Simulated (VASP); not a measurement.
# YMg2O2 (I4/mmm) in VASP: a series of runs

YMg2O2 is run at these levels: PBE; tasks: single point, relaxation of cell and atoms.

Program: VASP 6.6.1. These are calculated values, not measurements. Logs are shortened: lines on timing, memory, paths and dates and some standing lists are left out, and cuts for length are marked.

### Step 1. The cell of the first run

It takes space group I4/mmm (No. 139, tetragonal). The conventional cell has a = 6.667 Å, b = 6.667 Å, c = 5.546 Å, α = 90.00°, β = 90.00°, γ = 90.00°. Y (site symmetry 4/mmm) has 2 O at 2.08 Å within 2.8 Å. Within 3.7 Å of Mg (site symmetry mmm) lie 2 Mg at 2.77 Å and 2 Y at 3.33 Å and 4 O at 3.40 Å. O (site symmetry 4mm) has 1 O at 1.39 Å within 1.9 Å.

### Step 2. Single point, PBE, collinear spin, ferromagnetic start

File INCAR:

```
PREC = Accurate ; ENCUT = 520
EDIFF = 1E-7 ; ISMEAR = 0
SIGMA = 0.1 ; LREAL = False
LASPH = True ; NELM = 150
ALGO = Normal ; ISIF = 2
LWAVE = False ; LCHARG = False
ISPIN = 2 ; MAGMOM = 0 0 0 1 1
LORBIT = 11 ; LMAXMIX = 4
GGA = PE ; NBANDS = 26
```

File KPOINTS:

```
Automatic mesh
0
Gamma
  4 4 4
```

File POSCAR:

```
YMg2O2
1.0
   -3.3334402784      3.3334402784      2.7729303085
    3.3334402784     -3.3334402784      2.7729303085
    3.3334402784      3.3334402784     -2.7729303085
Y Mg O
1 2 2
Direct
    0.5000000000      0.5000000000      0.0000000000
    0.5000000000      0.0000000000      0.5000000000
    0.0000000000      0.5000000000      0.5000000000
    0.8750485931      0.8750485931      0.0000000000
    0.1249514069      0.1249514069      0.0000000000
```

Potentials or basis: VASP PAW PBE potentials, release 64 (Y_sv, Mg, O).

Launch:

```bash
$ cat potpaw_PBE.64/Y_sv/POTCAR potpaw_PBE.64/Mg/POTCAR potpaw_PBE.64/O/POTCAR > POTCAR
$ mpirun -np 1 vasp_std > vasp.out
```

OUTCAR:

```text
PREC = Accurate
   ENCUT = 520
   EDIFF = 1E-7
   ISMEAR = 0
   LREAL = False
   LASPH = True
   NELM = 150
   ISIF = 2
   ISPIN = 2
   LORBIT = 11
   GGA = PE

 ion  position               nearest neighbor table
   1  0.500  0.500  0.000-   4 2.08   5 2.08   2 3.33   3 3.33   2 3.33   3 3.33
   2  0.500  0.000  0.500-   3 2.77   3 2.77   1 3.33   1 3.33
   3  0.000  0.500  0.500-   2 2.77   2 2.77   1 3.33   1 3.33
   4  0.875  0.875  0.000-   5 1.39   1 2.08
   5  0.125  0.125  0.000-   4 1.39   1 2.08

  LATTYP: Found a body centered tetragonal cell.
 ALAT       =     6.6668805568
 C/A-ratio  =     0.8318524038

  Lattice vectors:

 A1 = (  -3.3334402784,   3.3334402784,   2.7729303085)
 A2 = (   3.3334402784,  -3.3334402784,   2.7729303085)
 A3 = (   3.3334402784,   3.3334402784,  -2.7729303085)

Analysis of symmetry for initial positions (statically):
=====================================================================
 Subroutine PRICEL returns:
 Original cell was already a primitive cell.

 Routine SETGRP: Setting up the symmetry group for a
 body centered tetragonal supercell.

 Subroutine GETGRP returns: Found 16 space group operations
 (whereof 16 operations were pure point group operations)
 out of a pool of 16 trial point group operations.

The static configuration has the point symmetry D_4h.

Analysis of symmetry for dynamics (positions and initial velocities):
=====================================================================
 Subroutine PRICEL returns:
 Original cell was already a primitive cell.

 Routine SETGRP: Setting up the symmetry group for a
 body centered tetragonal supercell.

 Subroutine GETGRP returns: Found 16 space group operations
 (whereof 16 operations were pure point group operations)
 out of a pool of 16 trial point group operations.

The dynamic configuration has the point symmetry D_4h.

Analysis of structural, dynamic, and magnetic symmetry:
=====================================================================
 Subroutine PRICEL returns:
 Original cell was already a primitive cell.

 Routine SETGRP: Setting up the symmetry group for a
 body centered tetragonal supercell.

 Subroutine GETGRP returns: Found 16 space group operations
 (whereof 16 operations were pure point group operations)
 out of a pool of 16 trial point group operations.

The overall configuration has the point symmetry D_4h.

 Subroutine INISYM returns: Found 16 space group operations
 (whereof 16 operations are pure point group operations),
 and found     1 'primitive' translations

----------------------------------------------------------------------------------------

                                     Primitive cell

  volume of cell :     123.2493

  direct lattice vectors                    reciprocal lattice vectors
    -3.333440278  3.333440278  2.772930308     0.000000000  0.149995188  0.180314665
     3.333440278 -3.333440278  2.772930308     0.149995188  0.000000000  0.180314665
     3.333440278  3.333440278 -2.772930308     0.149995188  0.149995188  0.000000000

  length of vectors
     5.469258695  5.469258695  5.469258695     0.234546232  0.234546232  0.212125229

  position of ions in fractional coordinates (direct lattice)
     0.500000000  0.500000000  0.000000000
     0.500000000  0.000000000  0.500000000
     0.000000000  0.500000000  0.500000000
     0.875048593  0.875048593  0.000000000
     0.124951407  0.124951407  0.000000000

  ion indices of the primitive-cell ions
   primitive index   ion index
                 1           1
                 2           2
                 3           3
                 4           4
                 5           5

----------------------------------------------------------------------------------------

 KPOINTS: Automatic mesh

Automatic generation of k-mesh.
 Grid dimensions read from file:
[... 29 lines left out ...]
  0.250000  0.250000  0.250000      2.000000
 -0.250000  0.250000  0.250000      4.000000
  0.500000  0.500000  0.250000      4.000000
 -0.250000  0.500000  0.250000      8.000000
 -0.250000 -0.250000  0.250000      2.000000
  0.500000  0.500000  0.500000      1.000000
   k-points           NKPTS =     13   k-points in BZ     NKDIM =     13   number of bands    NBANDS=     26
   number of dos      NEDOS =    301   number of ions     NIONS =      5
   total plane-waves  NPLWV =  74088
   dimension x,y,z NGX =    42 NGY =   42 NGZ =   42
   dimension x,y,z NGXF=    84 NGYF=   84 NGZF=   84
   ions per type =               1   2   2
   NGX,Y,Z   is equivalent  to a cutoff of  12.77, 12.77, 12.77 a.u.
   NGXF,Y,Z  is equivalent  to a cutoff of  25.53, 25.53, 25.53 a.u.
 SYSTEM =  unknown system
   PREC   = accura    normal or accurate (medium, high low for compatibility)
   ISTART =      0    job   : 0-new  1-cont  2-samecut
   ICHARG =      2    charge: 1-file 2-atom 10-const
   ISPIN  =      2    spin polarized calculation?
   LNONCOLLINEAR =      F non collinear calculations
   LSORBIT =      F    spin-orbit coupling
   LASPH  =      T    aspherical Exc in radial PAW
   ENCUT  =  520.0 eV  38.22 Ry    6.18 a.u.  10.17 10.17 10.17*2*pi/ulx,y,z
   NELM   =    150;   NELMIN=  2; NELMDL= -5     # of ELM steps
   EDIFF  = 0.1E-06   stopping-criterion for ELM
   LREAL  =      F    real-space projection
   EDIFFG = 0.1E-05   stopping-criterion for IOM
   NSW    =      0    number of steps for IOM
   IBRION =     -1    ionic relax: 0-MD 1-quasi-New 2-CG
   NFREE  =      0    steps in history (QN), initial steepest desc. (CG)
   ISIF   =      2    stress and relaxation
   ISYM   =      2    0-nonsym 1-usesym 2-fastsym
   POTIM  = 0.5000    time-step for ionic-motion
   TEBEG  =    0.0;   TEEND  =   0.0 temperature during run
   PSTRESS=    0.0 pullay stress
   NELECT =      27.0000    total number of electrons
   NUPDOWN=      -1.0000    fix difference up-down
   EMIN   =  10.00;   EMAX   =-10.00  energy-range for DOS
   EFERMI =   0.00;   METHOD = LEGACY
   ISMEAR =     0;   SIGMA  =   0.10  broadening in eV -4-tet -1-fermi 0-gaus
   EFERMI_NEDOS =   21; number of points for ismear=-14 and -15
   IALGO  =     38    algorithm
   IMIX   =      4    mixing-type and parameters
     AMIX     =   0.40;   BMIX     =  1.00
     AMIX_MAG =   1.60;   BMIX_MAG =  1.00
  volume/ion in A,a.u.               =      24.65       166.35
  Fermi-wavevector in a.u.,A,eV,Ry     =   0.986888  1.864948 13.251373  0.973948
  Thomas-Fermi vector in A             =   2.118302
   LORBIT       =     11    0 simple, 1 ext, 2 COOP (PROOUT), +10 PAW based schemes
   GGA     = PE    functional components
   LHFCALC =     F    Hartree Fock is set to
   AEXX    =    0.0000 exact exchange contribution
   IVDW    =     0    specifies the selected vdW correction
   LEPSILON=     F    determine dielectric tensor
   LRPA    =     F    only Hartree local field effects (RPA)
 spin polarized calculation
 Gauss-broadening in eV      SIGMA  =   0.10
  energy-cutoff  :      520.00
  volume of cell :      123.25
 maximum number of plane-waves:      3370
 NGX is ok and might be reduce to    42
   NGX = 21   NGY = 21   NGZ = 21

 number of electron      26.9999990 magnetization       0.0000989

 number of electron      26.9999990 magnetization      -0.0000799

 Free energy of the ion-electron system (eV)
  ---------------------------------------------------
  ext. energy  EPLUGINS =         0.00000000
  ---------------------------------------------------
  free energy    TOTEN  =       -20.97385035 eV

  energy without entropy =      -20.96464303  energy(sigma->0) =      -20.96924669

 E-fermi :   1.7021     XC(G=0):  -8.0607

 val. band max:        1.5374944875   @ k =  -0.2500   0.5000   0.2500
 cond. band min:       1.7392762529   @ k =   0.2500   0.2500  -0.0000
 fundamental gap:      0.2017817654
 Fermi energy:         1.7021302930

 spin component 1

 k-point     1 :       0.0000    0.0000    0.0000
  band No.  band energies     occupation
      1     -41.5838      1.00000
      2     -22.0765      1.00000
      3     -21.7758      1.00000
      4     -21.6177      1.00000
      5     -21.6177      1.00000
      6     -13.1876      1.00000
[... 353 lines left out ...]
     24       8.2751      0.00000
     25       9.5181      0.00000
 Fermi energy:         1.7021302930

 spin component 2

 k-point     1 :       0.0000    0.0000    0.0000
  band No.  band energies     occupation
      1     -41.5838      1.00000
      2     -22.0765      1.00000
      3     -21.7758      1.00000
      4     -21.6177      1.00000
      5     -21.6177      1.00000
      6     -13.1876      1.00000
[... 353 lines left out ...]
     24       8.2750      0.00000
     25       9.5180      0.00000
 [bands above 25 left out]

------------------------ aborting loop because EDIFF is reached ----------------------------------------

  FORCE on cell =-STRESS in cart. coord.  units (eV):
  Direction    XX          YY          ZZ          XY          YZ          ZX
  --------------------------------------------------------------------------------------
  -------------------------------------------------------------------------------------
  Total        0.0792844      0.0792844      0.2509908      0.0000000      0.0000000     -0.0000000
  in kB        1.0306569      1.0306569      3.2627515      0.0000000      0.0000000     -0.0000000
  external PRESSURE =       1.7746885 kB  Pullay stress =       0.0000000 kB

 VOLUME and BASIS-vectors are now :
 -----------------------------------------------------------------------------
  energy-cutoff  :      520.00
  volume of cell :      123.25
      direct lattice vectors                 reciprocal lattice vectors
    -3.333440278  3.333440278  2.772930308     0.000000000  0.149995188  0.180314665
     3.333440278 -3.333440278  2.772930308     0.149995188  0.000000000  0.180314665
     3.333440278  3.333440278 -2.772930308     0.149995188  0.149995188  0.000000000

 POSITION                                       TOTAL-FORCE (eV/Angst)
 -----------------------------------------------------------------------------------
      0.00000      0.00000      2.77293        -0.000000     -0.000000      0.000000
      0.00000      3.33344      0.00000        -0.000000     -0.000000     -0.000000
      3.33344      0.00000      0.00000        -0.000000     -0.000000      0.000000
      0.00000      0.00000      4.85290         0.000000      0.000000     -0.234112
      0.00000      0.00000      0.69296         0.000000      0.000000      0.234112
 -----------------------------------------------------------------------------------
    total drift:                               -0.000000      0.000000      0.000000

  FREE ENERGIE OF THE ION-ELECTRON SYSTEM (eV)
  ---------------------------------------------------
  free  energy   TOTEN  =       -20.9738503461 eV

  energy  without entropy=      -20.9646430288  energy(sigma->0) =      -20.96924669

 total charge

# of ion       s       p       d       f       tot
--------------------------------------------------
    1        2.221   6.291   1.006   0.108   9.626
    2        0.274   0.087   0.005   0.000   0.365
    3        0.274   0.087   0.005   0.000   0.365
    4        1.573   3.372   0.000   0.000   4.945
    5        1.573   3.372   0.000   0.000   4.945
--------------------------------------------------
tot          5.914  13.208   1.015   0.108  20.245

 magnetization (x)

# of ion       s       p       d       f       tot
--------------------------------------------------
    1       -0.000   0.000   0.000   0.000   0.000
    2       -0.000  -0.000  -0.000   0.000  -0.000
    3       -0.000  -0.000  -0.000   0.000  -0.000
    4       -0.000  -0.000   0.000   0.000  -0.000
    5       -0.000  -0.000   0.000   0.000  -0.000
--------------------------------------------------
tot         -0.000  -0.000   0.000   0.000  -0.000
```

Run time: 94 s. Hardware: 1 thread of Intel Xeon Platinum 8488C (Sapphire Rapids), shared host; peak memory 0.35 GiB.

Results:

```
Free energy                                           : -20.9739 eV
Pressure                                              : 0.2 GPa
Largest force                                         : 0.234 eV/Å
Net moment                                            : 0.00 μB per cell
Valence electrons inside the program's atomic spheres : Y 9.63; Mg 0.36; O 4.95
```

Forces on the atoms (eV/Å):
```
Y    0.000  0.000  0.000
Mg   0.000  0.000  0.000
Mg   0.000  0.000  0.000
O    0.000  0.000 -0.234
O    0.000  0.000  0.234
```

Caveat: the k points lie up to 0.37 Å⁻¹ apart.

### Step 3. Single point, PBE

This run uses another cell than the first one, of 24.80 Å³/atom, 1.006 times its volume.

File INCAR:

```
  ALGO = Normal
  EDIFF = 1E-6
  ENCUT = 520
  GGA = PE
  ISIF = 2
  ISMEAR = 0
  LASPH = True
  LCHARG = False
  LREAL = False
  LWAVE = False
  NBANDS = 22
  NELM = 100
  PREC = Accurate
  SIGMA = 0.1
```

File KPOINTS:

```
k-points
0
Gamma
  10 10 10
```

File POSCAR:

```
YMg2O2
1.0
   -3.3416485326      3.3416485326      2.7757155521
    3.3416485326     -3.3416485326      2.7757155521
    3.3416485326      3.3416485326     -2.7757155521
Y Mg O
1 2 2
Direct
    0.5000000000      0.5000000000      0.0000000000
    0.5000000000      0.0000000000      0.5000000000
    0.0000000000      0.5000000000      0.5000000000
    0.8750043843      0.8750043843      0.0000000000
    0.1249956157      0.1249956157      0.0000000000
```

Potentials or basis: VASP PAW PBE potentials, release 64 (Y_sv, Mg, O).

Launch:

```bash
$ cat potpaw_PBE.64/Y_sv/POTCAR potpaw_PBE.64/Mg/POTCAR potpaw_PBE.64/O/POTCAR > POTCAR
$ mpirun -np 1 vasp_std > vasp.out
```

Run time: 4.3 min. Hardware: 1 thread of Intel Xeon Platinum 8488C (Sapphire Rapids), shared host; peak memory 0.48 GiB.

The run converged. Its results:

| Item | Value |
| --- | --- |
| Free energy | -20.9393 eV |
| Pressure | 0.1 GPa |
| Largest force | 0.242 eV/Å |

Forces on the atoms (eV/Å):
```
Y    0.000  0.000  0.000
Mg   0.000  0.000  0.000
Mg   0.000  0.000  0.000
O    0.000  0.000 -0.242
O    0.000  0.000  0.242
```

Stress tensor (GPa, compression positive):
```
-0.07  0.00  0.00
 0.00 -0.07  0.00
 0.00  0.00  0.29
```

Levels at points of the mesh, in eV from the Fermi level:
```csv
k point,band 11,band 12,band 13,band 14,band 15,band 16
"(0.00, 0.00, 0.00)",-2.52,-2.52,0.52,0.58,0.96,2.04
"(0.50, 0.00, 0.00)",-2.69,-1.77,-1.25,-0.22,0.88,1.42
"(0.50, 0.50, 0.00)",-2.68,-2.27,-1.71,0.23,0.98,1.41
"(0.50, 0.50, 0.50)",-2.31,-2.31,-0.46,0.07,0.11,0.11
```

Caveat: an odd number of electrons without spin polarisation forces a metal; a magnetic or distorted state may lie lower.

### Step 4. Relaxation of cell and atoms, PBE

File INCAR:

```
  PREC = Accurate
  ENCUT = 600
  EDIFF = 1E-7
  ISMEAR = 0
  SIGMA = 0.1
  LREAL = F
  LASPH = T
  NELM = 60
  ALGO = Normal
  ISIF = 3
  LWAVE = F
  LCHARG = F
  GGA = PE
  IBRION = 2
  NSW = 100
  EDIFFG = -0.01
```

File KPOINTS:

```
regular mesh
0
Gamma
  10 10 10
```

File POSCAR:

```
YMg2O2
1.0
   -3.3334402784      3.3334402784      2.7729303085
    3.3334402784     -3.3334402784      2.7729303085
    3.3334402784      3.3334402784     -2.7729303085
Y Mg O
1 2 2
Direct
    0.5000000000      0.5000000000      0.0000000000
    0.5000000000      0.0000000000      0.5000000000
    0.0000000000      0.5000000000      0.5000000000
    0.8750485931      0.8750485931      0.0000000000
    0.1249514069      0.1249514069      0.0000000000
```

Launch:

```bash
$ cat potpaw_PBE.64/Y_sv/POTCAR potpaw_PBE.64/Mg/POTCAR potpaw_PBE.64/O/POTCAR > POTCAR
$ mpirun -np 1 vasp_std > vasp.out
```

It took 12 min on 1 thread of Intel Xeon Platinum 8488C (Sapphire Rapids), shared host; peak memory 0.59 GiB.

The run converged. Its results:

```yaml
Free_energy: -20.9451 eV
Relaxed_volume: 24.69 Å³/atom
Relaxed_cell: a = 5.472 Å, b = 5.472 Å, c = 5.472 Å, α = 104.93°, β = 104.93°, γ = 118.99°
Space_group_after_relaxing_to_0.05_Å: I4/mmm (No. 139)
Energy_gained_by_relaxing: 0.2 meV/atom
Ionic_steps: 5
Pressure_after_relaxing: 0.0 GPa
Largest_force_after_relaxing: 0.009 eV/Å
```

Forces in eV/Å, atoms in the order of the input:
```
Y    0.000  0.000  0.000
Mg   0.000  0.000  0.000
Mg   0.000  0.000  0.000
O    0.000  0.000 -0.009
O    0.000  0.000  0.009
```

The path:
```csv
step,energy change (eV),largest force (eV/Å),pressure (GPa),volume (Å³)
1,0.0000,0.2605,0.19,123.25
2,0.0054,0.6023,-0.34,123.78
3,-0.0012,0.0114,0.03,123.41
4,-0.0012,0.0061,0.03,123.40
5,-0.0012,0.0091,-0.02,123.47
```

Final structure:
```yaml
crystal:
  lattice:
    - [-3.33364, 3.33364, 2.77752]
    - [3.33364, -3.33364, 2.77752]
    - [3.33364, 3.33364, -2.77752]
  atoms:
    - { symbol: Y, position: [0.50000, 0.50000, 0.00000] }
    - { symbol: Mg, position: [0.50000, 0.00000, 0.50000] }
    - { symbol: Mg, position: [0.00000, 0.50000, 0.50000] }
    - { symbol: O, position: [0.87444, 0.87444, 0.00000] }
    - { symbol: O, position: [0.12556, 0.12556, 0.00000] }
```

Levels at points of the mesh, in eV from the Fermi level:
```tsv
k point	band 10	band 11	band 12	band 13	band 14	band 15	band 16	band 17
(0.00, 0.00, 0.00)	-4.53	-2.55	-2.55	0.50	0.58	0.96	2.06	2.06
(0.50, 0.00, 0.00)	-2.74	-2.69	-1.80	-1.28	-0.22	0.88	1.43	1.97
(0.50, 0.50, 0.00)	-3.06	-2.72	-2.31	-1.71	0.23	0.98	1.41	1.62
(0.50, 0.50, 0.50)	-3.33	-2.35	-2.35	-0.48	0.06	0.13	0.13	1.99
```

Caveat: an odd number of electrons without spin polarisation forces a metal; a magnetic or distorted state may lie lower.

### Step 5. Summary

| task | spin | cell | k mesh | cutoff (eV) | gap on the mesh (eV) | pressure (GPa) | largest force (eV/Å) |
| --- | --- | --- | --- | --- | --- | --- | --- |
| single point | collinear, ferromagnetic start | a = 5.469 Å, angles 104.9, 104.9, 119.1°, 5 atoms | 4 × 4 × 4 | 520 | none | 0.2 | 0.23 |
| single point | off | a = 5.481 Å, angles 104.9, 104.9, 119.1°, 5 atoms | 10 × 10 × 10 | 520 | none | 0.1 | 0.24 |
| relaxation of cell and atoms | off | relaxed from a = 5.469 Å, angles 104.9, 104.9, 119.1°, 5 atoms | 10 × 10 × 10 | 600 | none | 0.0 | 0.01 |

Alike in all rows: level PBE; potentials or basis VASP PAW PBE potentials, release 64 (Y_sv, Mg, O); smearing gaussian 0.1 eV.

Caveats: some runs use coarse meshes; an odd number of electrons without spin polarisation forces a metal (some runs); a magnetic or distorted state may lie lower (some runs).

Absolute energies hang on the potentials; compare differences alone.
